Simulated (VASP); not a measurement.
BaAlSi, 3 atoms in the cell. The structure is hexagonal, space group P-6m2 (No. 187). The conventional cell has a = 4.392 Å, b = 4.392 Å, c = 5.328 Å, α = 90.00°, β = 90.00°, γ = 120.00°. Within 4.8 Å of Ba (site symmetry -6m2) lie 6 Al at 3.68 Å and 6 Si at 3.68 Å and 6 Ba at 4.39 Å. Al (site symmetry -6m2) has 3 Si at 2.54 Å within 3.3 Å. Si (site symmetry -6m2) has 3 Al at 2.54 Å within 3.3 Å. 

| Item | Value |
| --- | --- |
| Program | VASP 6.6.1 |
| Task | single point |
| Functional | PBEsol |
| Potentials or basis | VASP PAW PBE potentials, release 64 (Ba_sv, Al, Si) |
| Cutoff | 520 eV |
| k mesh | 6 × 6 × 5 |
| Occupations | methfessel-paxton, width 0.1 eV |
| Spin | no spin polarisation |
| Dipole correction | no |
| Further INCAR settings | ALGO = Normal; EDIFF = 1e-07; NBANDS = 16 |

Potentials or basis: VASP PAW PBE potentials, release 64 (Ba_sv, Al, Si).

Run with:

```bash
$ cat potpaw_PBE.64/Ba_sv/POTCAR potpaw_PBE.64/Al/POTCAR potpaw_PBE.64/Si/POTCAR > POTCAR
$ mpirun -np 1 vasp_std > vasp.out
```

Hardware: 1 thread of AMD EPYC 9R45 96-Core Processor (Zen 5), on a shared host.

Question: How long does it take, and how much memory?

Answer: It took 18 s on 1 thread of AMD EPYC 9R45 96-Core Processor (Zen 5), with other jobs on the host, peak memory 0.19 GiB. Counts: scf iterations 14, k points 21.
